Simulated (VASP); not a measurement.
# MgS (Niningerite) in VASP: further runs, part 2 of 2

VASP 6.6.1.

## Step 5: Relaxation of cell and atoms, PBEsol, target pressure 10 GPa, at which the enthalpy is minimised

This run uses another cell than the first one, of 17.61 Å³/atom, 0.962 times its volume.

INCAR reads:

```
PREC = Accurate ; ENCUT = 600
EDIFF = 1E-6 ; ISMEAR = -1
SIGMA = 0.05 ; LREAL = False
LASPH = True ; NELM = 60
ALGO = Normal ; ISIF = 3
LWAVE = False ; LCHARG = False
GGA = PS ; IBRION = 2
NSW = 80 ; EDIFFG = -0.005
PSTRESS = 100.0
```

KPOINTS reads:

```
Automatic mesh
0
Gamma
  9 9 9
```

POSCAR reads:

```
MgS
1.0
    0.0000000000      2.6016500000      2.6016500000
    2.6016500000      0.0000000000      2.6016500000
    2.6016500000      2.6016500000      0.0000000000
S Mg
1 1
Direct
    0.5000000000      0.5000000000      0.5000000000
    0.0000000000      0.0000000000      0.0000000000
```

Potentials or basis: VASP PAW PBE potentials, release 64 (S, Mg).

On the command line:

```bash
> cat potpaw_PBE.64/S/POTCAR potpaw_PBE.64/Mg/POTCAR > POTCAR
> mpirun -np 1 vasp_std > vasp.out
```

OUTCAR:

```text
PREC = Accurate
   ENCUT = 600
   EDIFF = 1E-6
   ISMEAR = -1
   LREAL = False
   LASPH = True
   NELM = 60
   ISIF = 3
   GGA = PS
   IBRION = 2
   NSW = 80
   EDIFFG = -0.005
   PSTRESS = 100.0

 ion  position               nearest neighbor table
   1  0.500  0.500  0.500-   2 2.60   2 2.60   2 2.60   2 2.60   2 2.60   2 2.60
   2  0.000  0.000  0.000-   1 2.60   1 2.60   1 2.60   1 2.60   1 2.60   1 2.60

  LATTYP: Found a face centered cubic cell.
 ALAT       =     5.2033000000

  Lattice vectors:

 A1 = (   0.0000000000,   2.6016500000,   2.6016500000)
 A2 = (   2.6016500000,   0.0000000000,   2.6016500000)
 A3 = (   2.6016500000,   2.6016500000,   0.0000000000)

Analysis of symmetry for initial positions (statically):
[... 33 lines left out ...]
                                     Primitive cell

  volume of cell :      35.2190

  direct lattice vectors                    reciprocal lattice vectors
     0.000000000  2.601650000  2.601650000    -0.192185728  0.192185728  0.192185728
     2.601650000  0.000000000  2.601650000     0.192185728 -0.192185728  0.192185728
     2.601650000  2.601650000  0.000000000     0.192185728  0.192185728 -0.192185728

  length of vectors
     3.679288715  3.679288715  3.679288715     0.332875446  0.332875446  0.332875446

  position of ions in fractional coordinates (direct lattice)
[... 8 lines left out ...]
----------------------------------------------------------------------------------------

 KPOINTS: Automatic mesh

Automatic generation of k-mesh.
 Grid dimensions read from file:
 generate k-points for:    9    9    9

[... 98 lines left out ...]
 maximum number of plane-waves:      1211
 NGX is ok and might be reduce to    30
   NGX = 15   NGY = 15   NGZ = 15

--------------------------------------- Ionic step        1  -------------------------------------------

 number of electron       7.9999999 magnetization

 Free energy of the ion-electron system (eV)
  ---------------------------------------------------
  ext. energy  EPLUGINS =         0.00000000
  ---------------------------------------------------
  free energy    TOTEN  =        -9.07396508 eV

  energy without entropy =       -9.07396508  energy(sigma->0) =       -9.07396508

 E-fermi :   4.7151     XC(G=0):  -9.8366

 val. band max:        3.6748819696   @ k =   0.0000   0.0000   0.0000
 cond. band min:       6.5090543255   @ k =   0.4444   0.4444   0.0000
 fundamental gap:      2.8341723559
 Fermi energy:         4.7151496268

 k-point     1 :       0.0000    0.0000    0.0000
  band No.  band energies     occupation
      1      -9.0081      2.00000
      2       3.6749      2.00000
      3       3.6749      2.00000
      4       3.6749      2.00000
      5       7.2682      0.00000
      6      11.5290      0.00000
      7      11.5290      0.00000
      8      11.5290      0.00000
[... 442 lines left out ...]
--------------------------------------- Ionic step        6  -------------------------------------------

 number of electron       7.9999999 magnetization

 Free energy of the ion-electron system (eV)
  ---------------------------------------------------
  ext. energy  EPLUGINS =         0.00000000
  ---------------------------------------------------
  free energy    TOTEN  =        -8.97904506 eV

  energy without entropy =       -8.97904506  energy(sigma->0) =       -8.97904506

 E-fermi :   5.7562     XC(G=0): -10.3304

 val. band max:        4.7917172030   @ k =   0.0000   0.0000   0.0000
 cond. band min:       7.8657681419   @ k =   0.4444   0.4444   0.0000
 fundamental gap:      3.0740509389
 Fermi energy:         5.7562284797

 k-point     1 :       0.0000    0.0000    0.0000
  band No.  band energies     occupation
      1      -8.6211      2.00000
      2       4.7917      2.00000
      3       4.7917      2.00000
      4       4.7917      2.00000
      5       9.3709      0.00000
      6      12.5406      0.00000
      7      12.5406      0.00000
      8      12.5406      0.00000
[... 286 lines left out ...]
  energy  without entropy=       -8.9790450562  energy(sigma->0) =       -8.97904506

  enthalpy is  TOTEN    =        -7.0236174794 eV   P V=        1.9554275768

 reached required accuracy - stopping structural energy minimisation
```

CONTCAR:

```text
MgS
   1.00000000000000
     0.0000000000000000    2.5021160042507051    2.5021160042507051
     2.5021160042507051    0.0000000000000000    2.5021160042507051
     2.5021160042507051    2.5021160042507051    0.0000000000000000
  S               Mg
     1     1
Direct
     0.5000000000000000    0.5000000000000000    0.5000000000000000
     0.0000000000000000    0.0000000000000000    0.0000000000000000

  0.00000000E+00  0.00000000E+00  0.00000000E+00
  0.00000000E+00  0.00000000E+00  0.00000000E+00
```

Run time: 35 s. Hardware: 1 thread of Intel Xeon 6975P-C, shared host; peak memory 0.18 GiB.

What came out:

* Free energy: -8.9790 eV
* Relaxed volume: 15.66 Å³/atom
* Relaxed cell: a = 3.539 Å, b = 3.539 Å, c = 3.539 Å, α = 60.00°, β = 60.00°, γ = 60.00°
* Space group after relaxing (to 0.05 Å): Fm-3m (No. 225)
* Energy change on relaxing (the enthalpy is what falls): +47.5 meV/atom
* Ionic steps: 6
* Pressure after relaxing: 10.0 GPa
* Band gap on the k mesh: 3.07 eV, indirect (least direct gap 4.58 eV)

Step by step:
| step | energy change (eV) | largest force (eV/Å) | pressure (GPa) | volume (Å³) |
| --- | --- | --- | --- | --- |
| 1 | 0.0000 | 0.0000 | -1.12 | 35.22 |
| 2 | 0.2693 | 0.0000 | 18.69 | 29.35 |
| 3 | 0.0942 | 0.0000 | 9.95 | 31.34 |
| 4 | 0.0989 | 0.0000 | 10.23 | 31.27 |
| 5 | 0.0929 | 0.0000 | 9.88 | 31.36 |
| 6 | 0.0949 | 0.0000 | 10.00 | 31.33 |

Final structure:
```
CELL_PARAMETERS angstrom
0.00000 2.50212 2.50212
2.50212 0.00000 2.50212
2.50212 2.50212 0.00000
ATOMIC_POSITIONS crystal
S 0.50000 0.50000 0.50000
Mg 0.00000 0.00000 0.00000
```

Levels at points of the mesh, in eV from the valence-band top:
| k point | band 1 | band 2 | band 3 | band 4 | band 5 | band 6 | band 7 | band 8 |
| --- | --- | --- | --- | --- | --- | --- | --- | --- |
| (0.00, 0.00, 0.00) | -13.41 | 0.00 | 0.00 | 0.00 | 4.58 | 7.75 | 7.75 | 7.75 |

Caveat: the cell is relaxed towards a set pressure, so the enthalpy falls and the energy may rise; the PAW data sets were made with another functional, which shifts forces and pressure a little.

## Step 6: Relaxation of cell and atoms, PBEsol, target pressure 20 GPa, at which the enthalpy is minimised

This run uses another cell than the first one, of 17.61 Å³/atom, 0.962 times its volume.

INCAR reads:

```
SYSTEM = MgS
  ALGO = Normal
  EDIFF = 1E-6
  EDIFFG = -0.005
  ENCUT = 600
  GGA = PS
  IBRION = 2
  ISIF = 3
  ISMEAR = -1
  LASPH = .TRUE.
  LCHARG = .FALSE.
  LREAL = .FALSE.
  LWAVE = .FALSE.
  NELM = 100
  NSW = 80
  PREC = Accurate
  PSTRESS = 200.0
  SIGMA = 0.05
```

KPOINTS reads:

```
k-points
0
G
  9 9 9
  0 0 0
```

POSCAR is that of step 5.

Potentials or basis: VASP PAW PBE potentials, release 64 (S, Mg).

On the command line:

```bash
> cat potpaw_PBE.64/S/POTCAR potpaw_PBE.64/Mg/POTCAR > POTCAR
> mpirun -np 1 vasp_std > vasp.out
```

Run time: 38 s. Hardware: 1 thread of Intel Xeon 6975P-C, shared host; peak memory 0.18 GiB.

The run converged. Its results:

* Free energy: -8.7742 eV
* Relaxed volume: 14.55 Å³/atom
* Relaxed cell: a = 3.452 Å, b = 3.452 Å, c = 3.452 Å, α = 60.00°, β = 60.00°, γ = 60.00°
* Space group after relaxing (to 0.05 Å): Fm-3m (No. 225)
* Energy change on relaxing (the enthalpy is what falls): +149.9 meV/atom
* Ionic steps: 7
* Pressure after relaxing: 20.0 GPa
* Band gap on the k mesh: 3.22 eV, indirect (least direct gap 5.28 eV)

Step by step:
```tsv
step	energy change (eV)	largest force (eV/Å)	pressure (GPa)	volume (Å³)
1	0.0000	0.0000	-1.12	35.22
2	1.2712	0.0000	54.31	24.66
3	0.2819	0.0000	19.24	29.24
4	0.2970	0.0000	19.88	29.12
5	0.3114	0.0000	20.49	29.01
6	0.2901	0.0000	19.59	29.18
7	0.2997	0.0000	20.00	29.10
```

Final structure:
```yaml
crystal:
  lattice:
    - [0.00000, 2.44127, 2.44127]
    - [2.44127, 0.00000, 2.44127]
    - [2.44127, 2.44127, 0.00000]
  atoms:
    - { symbol: S, position: [0.50000, 0.50000, 0.50000] }
    - { symbol: Mg, position: [0.00000, 0.00000, 0.00000] }
```

Levels at points of the mesh, in eV from the valence-band top:
```tsv
k point	band 1	band 2	band 3	band 4	band 5	band 6	band 7	band 8
(0.00, 0.00, 0.00)	-13.94	0.00	0.00	0.00	5.28	7.65	7.65	7.65
```

Caveat: the cell is relaxed towards a set pressure, so the enthalpy falls and the energy may rise; the volume moved by over 15 % at a fixed basis, so the end points are rough; the PAW data sets were made with another functional, which shifts forces and pressure a little. A k mesh can miss the band edges.

## Step 7: Overview

| task | cell | cutoff (eV) | gap on the mesh (eV) | pressure (GPa) |
| --- | --- | --- | --- | --- |
| single point | a = 3.754, b = 3.754, c = 3.679 Å, angles 60.7, 60.7, 58.7°, 2 atoms | 520 | 2.61 | -3.6 |
| relaxation of cell and atoms | relaxed from a = 3.679 Å, angles 60.0°, 2 atoms | 600 | 2.86 | 0.0 |
| relaxation of cell and atoms | relaxed to 5 GPa from a = 3.679 Å, angles 60.0°, 2 atoms | 600 | 2.98 | 5.0 |
| relaxation of cell and atoms | relaxed to 10 GPa from a = 3.679 Å, angles 60.0°, 2 atoms | 600 | 3.07 | 10.0 |
| relaxation of cell and atoms | relaxed to 20 GPa from a = 3.679 Å, angles 60.0°, 2 atoms | 600 | 3.22 | 20.0 |

Alike in all rows: level PBEsol; potentials or basis VASP PAW PBE potentials, release 64 (S, Mg); no spin polarisation; k mesh 9 × 9 × 9; smearing fermi-dirac 0.05 eV.

Caveats: the PAW data sets were made with another functional, which shifts forces and pressure a little; the cell is relaxed towards a set pressure, so the enthalpy falls and the energy may rise (some runs); the volume moved by over 15 % at a fixed basis, so the end points are rough (some runs).

Total energies depend on the potentials used, so only differences within one code and one set of settings carry meaning.
